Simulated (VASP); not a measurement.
# Pt (Fm-3m) in VASP: notebook

Pt is run at these levels: LDA; tasks: single point.

All numbers are computed with VASP 6.6.1; they aren't measurements. Logs are shortened: lines on timing, memory, paths and dates and some standing lists are left out, and cuts for length are marked.

## (1) The cell of the first run

It takes space group Fm-3m (No. 225, cubic). The conventional cell has a = 3.842 Å, b = 3.842 Å, c = 3.842 Å, α = 90.00°, β = 90.00°, γ = 90.00°. Pt (site symmetry m-3m) has 12 Pt at 2.72 Å within 3.6 Å.

## (2) Single point, LDA

The input, INCAR:

```
ALGO = Normal
EDIFF = 1E-7
ENCUT = 520
GGA = CA
ISIF = 2
ISMEAR = 1
LASPH = T
LCHARG = T
LELF = T
LREAL = F
LVHAR = T
LWAVE = F
NBANDS = 11
NELM = 60
PREC = Accurate
SIGMA = 0.15
```

The input, KPOINTS:

```
k-points
0
Gamma
  13 13 13
```

The input, POSCAR:

```
Pt
1.0
    0.0000000000      1.9208704006      1.9208704006
    1.9208704006      0.0000000000      1.9208704006
    1.9208704006      1.9208704006      0.0000000000
Pt
1
Direct
    0.0000000000      0.0000000000      0.0000000000
```

Potentials or basis: VASP PAW LDA potentials, release 64 (Pt).

Launch:

```
$ cat potpaw_LDA.64/Pt/POTCAR > POTCAR
$ mpirun -np 1 vasp_std > vasp.out
```

OUTCAR:

```text
EDIFF = 1E-7
   ENCUT = 520
   GGA = CA
   ISIF = 2
   ISMEAR = 1
   LASPH = T
   LREAL = F
   NELM = 60
   PREC = Accurate

 ion  position               nearest neighbor table
   1  0.000  0.000  0.000-

  LATTYP: Found a face centered cubic cell.
 ALAT       =     3.8417408012

  Lattice vectors:

 A1 = (   0.0000000000,   1.9208704006,   1.9208704006)
 A2 = (   1.9208704006,   0.0000000000,   1.9208704006)
 A3 = (   1.9208704006,   1.9208704006,   0.0000000000)

Analysis of symmetry for initial positions (statically):
=====================================================================
 Subroutine PRICEL returns:
 Original cell was already a primitive cell.

 Routine SETGRP: Setting up the symmetry group for a
 face centered cubic supercell.

 Subroutine GETGRP returns: Found 48 space group operations
 (whereof 48 operations were pure point group operations)
 out of a pool of 48 trial point group operations.

The static configuration has the point symmetry O_h .

Analysis of symmetry for dynamics (positions and initial velocities):
=====================================================================
 Subroutine PRICEL returns:
 Original cell was already a primitive cell.

 Routine SETGRP: Setting up the symmetry group for a
 face centered cubic supercell.

 Subroutine GETGRP returns: Found 48 space group operations
 (whereof 48 operations were pure point group operations)
 out of a pool of 48 trial point group operations.

The dynamic configuration has the point symmetry O_h .

 Subroutine INISYM returns: Found 48 space group operations
 (whereof 48 operations are pure point group operations),
 and found     1 'primitive' translations

----------------------------------------------------------------------------------------

                                     Primitive cell

  volume of cell :      14.1750

  direct lattice vectors                    reciprocal lattice vectors
     0.000000000  1.920870401  1.920870401    -0.260298665  0.260298665  0.260298665
     1.920870401  0.000000000  1.920870401     0.260298665 -0.260298665  0.260298665
     1.920870401  1.920870401  0.000000000     0.260298665  0.260298665 -0.260298665

  length of vectors
     2.716520972  2.716520972  2.716520972     0.450850512  0.450850512  0.450850512

  position of ions in fractional coordinates (direct lattice)
     0.000000000  0.000000000  0.000000000

  ion indices of the primitive-cell ions
   primitive index   ion index
                 1           1

----------------------------------------------------------------------------------------

[... 79 lines left out ...]
   PSTRESS=    0.0 pullay stress
   NELECT =      10.0000    total number of electrons
   NUPDOWN=      -1.0000    fix difference up-down
   EMIN   =  10.00;   EMAX   =-10.00  energy-range for DOS
   EFERMI =   0.00;   METHOD = LEGACY
   ISMEAR =     1;   SIGMA  =   0.15  broadening in eV -4-tet -1-fermi 0-gaus
   EFERMI_NEDOS =   21; number of points for ismear=-14 and -15
   IALGO  =     38    algorithm
   IMIX   =      4    mixing-type and parameters
     AMIX     =   0.40;   BMIX     =  1.00
     AMIX_MAG =   1.60;   BMIX_MAG =  1.00
  volume/ion in A,a.u.               =      14.18        95.66
  Fermi-wavevector in a.u.,A,eV,Ry     =   1.457360  2.754011 28.897379  2.123897
  Thomas-Fermi vector in A             =   2.574170
   LORBIT       =      0    0 simple, 1 ext, 2 COOP (PROOUT), +10 PAW based schemes
   GGA     = CA    functional components
   LHFCALC =     F    Hartree Fock is set to
   AEXX    =    0.0000 exact exchange contribution
   IVDW    =     0    specifies the selected vdW correction
   LEPSILON=     F    determine dielectric tensor
   LRPA    =     F    only Hartree local field effects (RPA)
 non-spin polarized calculation
 Methfessel and Paxton  Order N= 1 SIGMA  =   0.15
  energy-cutoff  :      520.00
  volume of cell :       14.18
 maximum number of plane-waves:       388
   NGX = 11   NGY = 11   NGZ = 11

 number of electron      10.0000000 magnetization

 number of electron       9.9999999 magnetization

 Free energy of the ion-electron system (eV)
  ---------------------------------------------------
  ext. energy  EPLUGINS =         0.00000000
  ---------------------------------------------------
  free energy    TOTEN  =        -7.46987586 eV

  energy without entropy =       -7.46761879  energy(sigma->0) =       -7.46912350

 E-fermi :  12.3836     XC(G=0): -14.0504

 val. band max:       12.3775729606   @ k =   0.4615   0.0000   0.0000
 cond. band min:      12.3890422200   @ k =  -0.4615   0.3077   0.0769
 fundamental gap:      0.0114692593
 Fermi energy:        12.3835675523

 k-point     1 :       0.0000    0.0000    0.0000
  band No.  band energies     occupation
      1       1.4304      2.00000
      2       8.1625      2.00000
      3       8.1625      2.00000
      4       8.1625      2.00000
      5      10.5869      2.00000
      6      10.5869      2.00000
      7      26.8072      0.00000
      8      32.0861      0.00000
      9      32.0861      0.00000
     10      32.0861      0.00000
     11      37.7737      0.00000
[... 309 lines left out ...]
 k-point    24 :       0.4615    0.1538    0.0000
  band No.  band energies     occupation
      1       5.0588      2.00000
      2       7.5771      2.00000
      3       8.5814      2.00000
      4       8.9115      2.00000
      5      12.5060      0.01176
      6      13.9141     -0.00000
      7      20.3764      0.00000
      8      27.9154      0.00000
      9      30.3680      0.00000
     10      31.5148      0.00000
     11      39.9908      0.00000

 [... further k-points ...]

------------------------ aborting loop because EDIFF is reached ----------------------------------------

  FORCE on cell =-STRESS in cart. coord.  units (eV):
  Direction    XX          YY          ZZ          XY          YZ          ZX
  --------------------------------------------------------------------------------------
  -------------------------------------------------------------------------------------
  Total        1.2905652      1.2905652      1.2905652     -0.0000000      0.0000000      0.0000000
  in kB      145.8701175    145.8701175    145.8701175     -0.0000000      0.0000000      0.0000000
  external PRESSURE =     145.8701175 kB  Pullay stress =       0.0000000 kB

 VOLUME and BASIS-vectors are now :
 -----------------------------------------------------------------------------
  energy-cutoff  :      520.00
  volume of cell :       14.18
      direct lattice vectors                 reciprocal lattice vectors
     0.000000000  1.920870401  1.920870401    -0.260298665  0.260298665  0.260298665
     1.920870401  0.000000000  1.920870401     0.260298665 -0.260298665  0.260298665
     1.920870401  1.920870401  0.000000000     0.260298665  0.260298665 -0.260298665

 POSITION                                       TOTAL-FORCE (eV/Angst)
 -----------------------------------------------------------------------------------
      0.00000      0.00000      0.00000         0.000000      0.000000      0.000000
 -----------------------------------------------------------------------------------
    total drift:                               -0.000000     -0.000000     -0.000000

  FREE ENERGIE OF THE ION-ELECTRON SYSTEM (eV)
  ---------------------------------------------------
  free  energy   TOTEN  =        -7.4698758551 eV

  energy  without entropy=       -7.4676187864  energy(sigma->0) =       -7.46912350
```

OSZICAR:

```text
N       E                     dE             d eps       ncg     rms          rms(c)
DAV:   1     0.389255102482E+02    0.38926E+02   -0.54490E+03  1872   0.851E+02
DAV:   2    -0.734774195391E+01   -0.46273E+02   -0.44549E+02  2126   0.181E+02
DAV:   3    -0.789890721022E+01   -0.55117E+00   -0.54958E+00  2176   0.192E+01
DAV:   4    -0.790091528250E+01   -0.20081E-02   -0.20079E-02  2127   0.133E+00
DAV:   5    -0.790093012412E+01   -0.14842E-04   -0.14842E-04  2183   0.106E-01    0.159E+01
DAV:   6    -0.752804768950E+01    0.37288E+00   -0.76351E-01  2016   0.706E+00    0.823E+00
DAV:   7    -0.747500757747E+01    0.53040E-01   -0.16707E-01  2145   0.318E+00    0.262E+00
DAV:   8    -0.747006889876E+01    0.49387E-02   -0.78677E-03  2034   0.842E-01    0.601E-01
DAV:   9    -0.746987183724E+01    0.19706E-03   -0.14433E-04  2082   0.115E-01    0.141E-02
DAV:  10    -0.746987579751E+01   -0.39603E-05   -0.28888E-06  2302   0.117E-02    0.202E-03
DAV:  11    -0.746987585509E+01   -0.57580E-07   -0.51556E-08  1845   0.201E-03
   1 F= -.74698759E+01 E0= -.74691235E+01  d E =-.225707E-02
```

Run time: 6.5 s. Hardware: 1 thread of AMD EPYC 9R45 (Zen 5), shared host; peak memory 0.1 GiB.

What came out:

- Free energy: -7.4699 eV
- Pressure: 14.6 GPa
- Band gap on the k mesh: zero (band 5 reaches 12.87 eV, above the bottom of band 6 at 10.45 eV)

Caveat: spin-orbit coupling is left out, which moves the levels of the heavy elements.

## (3) Single point, LDA

This run uses another cell than the first one, of 14.63 Å³/atom, 1.032 times its volume.

The input, INCAR:

```
  PREC = Accurate
  ENCUT = 520
  EDIFF = 1E-6
  ISMEAR = 1
  SIGMA = 0.15
  LREAL = False
  LASPH = True
  NELM = 100
  ALGO = Normal
  ISIF = 2
  LWAVE = False
  LCHARG = True
  GGA = CA
  LELF = True
  LVHAR = True
  NBANDS = 11
```

The input, KPOINTS:

```
regular mesh
0
Gamma
  13 13 13
```

The input, POSCAR:

```
Pt
1.0
    0.0000000000      1.9410915750      1.9410915750
    1.9410915750      0.0000000000      1.9410915750
    1.9410915750      1.9410915750      0.0000000000
Pt
1
Direct
    0.0000000000      0.0000000000      0.0000000000
```

Potentials or basis: VASP PAW LDA potentials, release 64 (Pt).

Launch:

```
$ cat potpaw_LDA.64/Pt/POTCAR > POTCAR
$ mpirun -np 1 vasp_std > vasp.out
```

OUTCAR:

```text
PREC = Accurate
   ENCUT = 520
   EDIFF = 1E-6
   ISMEAR = 1
   LREAL = False
   LASPH = True
   NELM = 100
   ISIF = 2
   GGA = CA

 ion  position               nearest neighbor table
   1  0.000  0.000  0.000-

  LATTYP: Found a face centered cubic cell.
 ALAT       =     3.8821831500

  Lattice vectors:

 A1 = (   0.0000000000,   1.9410915750,   1.9410915750)
 A2 = (   1.9410915750,   0.0000000000,   1.9410915750)
 A3 = (   1.9410915750,   1.9410915750,   0.0000000000)

Analysis of symmetry for initial positions (statically):
=====================================================================
 Subroutine PRICEL returns:
 Original cell was already a primitive cell.

 Routine SETGRP: Setting up the symmetry group for a
 face centered cubic supercell.

 Subroutine GETGRP returns: Found 48 space group operations
 (whereof 48 operations were pure point group operations)
 out of a pool of 48 trial point group operations.

The static configuration has the point symmetry O_h .

Analysis of symmetry for dynamics (positions and initial velocities):
=====================================================================
[... 159 lines left out ...]
 cond. band min:      11.7392526957   @ k =   0.4615   0.4615   0.0000
 fundamental gap:      0.0126392547
 Fermi energy:        11.7343152274

 k-point     1 :       0.0000    0.0000    0.0000
  band No.  band energies     occupation
      1       1.1523      2.00000
      2       7.7250      2.00000
      3       7.7250      2.00000
      4       7.7250      2.00000
      5      10.0286      2.00000
      6      10.0286      2.00000
      7      26.2740      0.00000
      8      31.3701      0.00000
      9      31.3701      0.00000
     10      31.3701      0.00000
     11      36.9387      0.00000
[... 309 lines left out ...]
 k-point    24 :       0.4615    0.1538    0.0000
  band No.  band energies     occupation
      1       4.7347      2.00000
      2       7.1785      2.00000
      3       8.1244      2.00000
      4       8.4436      2.00000
      5      11.8473      0.04597
      6      13.2356     -0.00000
      7      19.5103      0.00000
      8      27.2367      0.00000
      9      29.4619      0.00000
     10      30.5428      0.00000
     11      39.0245      0.00000

 [... further k-points ...]
[... 5 lines left out ...]
  --------------------------------------------------------------------------------------
  -------------------------------------------------------------------------------------
  Total        0.3155443      0.3155443      0.3155443     -0.0000000     -0.0000000      0.0000000
  in kB       34.5623143     34.5623143     34.5623143     -0.0000000     -0.0000000      0.0000000
  external PRESSURE =      34.5623143 kB  Pullay stress =       0.0000000 kB

 VOLUME and BASIS-vectors are now :
 -----------------------------------------------------------------------------
  energy-cutoff  :      520.00
  volume of cell :       14.63
      direct lattice vectors                 reciprocal lattice vectors
     0.000000000  1.941091575  1.941091575    -0.257587023  0.257587023  0.257587023
     1.941091575  0.000000000  1.941091575     0.257587023 -0.257587023  0.257587023
     1.941091575  1.941091575  0.000000000     0.257587023  0.257587023 -0.257587023

 POSITION                                       TOTAL-FORCE (eV/Angst)
 -----------------------------------------------------------------------------------
      0.00000      0.00000      0.00000         0.000000      0.000000      0.000000
 -----------------------------------------------------------------------------------
    total drift:                               -0.000000     -0.000000     -0.000000

  FREE ENERGIE OF THE ION-ELECTRON SYSTEM (eV)
  ---------------------------------------------------
  free  energy   TOTEN  =        -7.4952573293 eV

  energy  without entropy=       -7.4927410269  energy(sigma->0) =       -7.49441856
```

It took 6.2 s on 1 thread of AMD EPYC 9R45 (Zen 5), shared host; peak memory 0.09 GiB.

Results:

| Quantity | Value |
| --- | --- |
| Free energy | -7.4953 eV |
| Pressure | 3.5 GPa |
| Band gap on the k mesh | zero (band 5 reaches 12.19 eV, above the bottom of band 6 at 9.91 eV) |

Caveat: spin-orbit coupling is left out, which moves the levels of the heavy elements.

## (4) Single point, LDA

This run uses another cell than the first one, of 15.08 Å³/atom, 1.064 times its volume.

The input, INCAR:

```
SYSTEM = Pt
ALGO = Normal
EDIFF = 1E-7
ENCUT = 520
GGA = CA
ISIF = 2
ISMEAR = 1
LASPH = .True.
LCHARG = .False.
LREAL = .False.
LWAVE = .False.
NBANDS = 11
NELM = 100
PREC = Accurate
SIGMA = 0.15
```

The input, KPOINTS:

```
k-points
0
Gamma
  13 13 13
  0 0 0
```

The input, POSCAR:

```
Pt
1.0
    0.0000000000      1.9609000000      1.9609000000
    1.9609000000      0.0000000000      1.9609000000
    1.9609000000      1.9609000000      0.0000000000
Pt
1
Direct
    0.0000000000      0.0000000000      0.0000000000
```

Launch:

```
$ cat potpaw_LDA.64/Pt/POTCAR > POTCAR
$ mpirun -np 1 vasp_std > vasp.out
```

It took 9.2 s on 1 thread of AMD EPYC 9R45 (Zen 5), shared host; peak memory 0.11 GiB.

The run converged. Its results:

```
Free energy            : -7.4921 eV
Pressure               : -5.7 GPa
Band gap on the k mesh : zero (band 5 reaches 11.55 eV, above the bottom of band 6 at 9.39 eV)
```

Levels at points of the mesh, in eV from the Fermi level:
```csv
k point,band 1,band 2,band 3,band 4,band 5,band 6,band 7,band 8,band 9,band 10
"(0.00, 0.00, 0.00)",-10.23,-3.81,-3.81,-3.81,-1.62,-1.62,14.64,19.56,19.56,19.56
```

Caveat: spin-orbit coupling is left out, which moves the levels of the heavy elements.

## (5) Single point, LDA

This run uses another cell than the first one, of 15.53 Å³/atom, 1.096 times its volume.

The input, INCAR:

```
SYSTEM = Pt
PREC     = Accurate       ! precision mode
ENCUT    = 520            ! plane-wave cutoff, eV
EDIFF    = 1E-6           ! SCF threshold, eV
ISMEAR   = 1              ! smearing method
SIGMA    = 0.15           ! smearing width, eV
LREAL    = .False.        ! projectors in reciprocal space
LASPH    = .True.         ! aspherical terms in the spheres
NELM     = 100            ! most SCF steps
ALGO     = Normal         ! electronic algorithm
ISIF     = 2              ! what is computed and relaxed
LWAVE    = .False.        ! write WAVECAR
LCHARG   = .False.        ! write CHGCAR
NBANDS   = 11             ! bands
```

The input, KPOINTS:

```
regular mesh
0
Gamma
  13 13 13
  0 0 0
```

The input, POSCAR:

```
Pt
1.0
    0.0000000000      1.9803161142      1.9803161142
    1.9803161142      0.0000000000      1.9803161142
    1.9803161142      1.9803161142      0.0000000000
Pt
1
Direct
    0.0000000000      0.0000000000      0.0000000000
```

Launch:

```
$ cat potpaw_LDA.64/Pt/POTCAR > POTCAR
$ mpirun -np 1 vasp_std > vasp.out
```

It took 9 s on 1 thread of AMD EPYC 9R45 (Zen 5), shared host; peak memory 0.11 GiB.

It converged, with:

```
Free energy            : -7.4654 eV
Pressure               : -13.2 GPa
Band gap on the k mesh : zero (band 5 reaches 10.96 eV, above the bottom of band 6 at 8.91 eV)
```

Levels at points of the mesh, in eV from the Fermi level:
```
           k point  band 1  band 2  band 3  band 4  band 5  band 6  band 7  band 8  band 9  band 10
(0.00, 0.00, 0.00)   -9.90   -3.63   -3.63   -3.63   -1.54   -1.54   14.72   19.47   19.47    19.47
```

Caveat: spin-orbit coupling is left out, which moves the levels of the heavy elements.

[end of part 1 of 2]
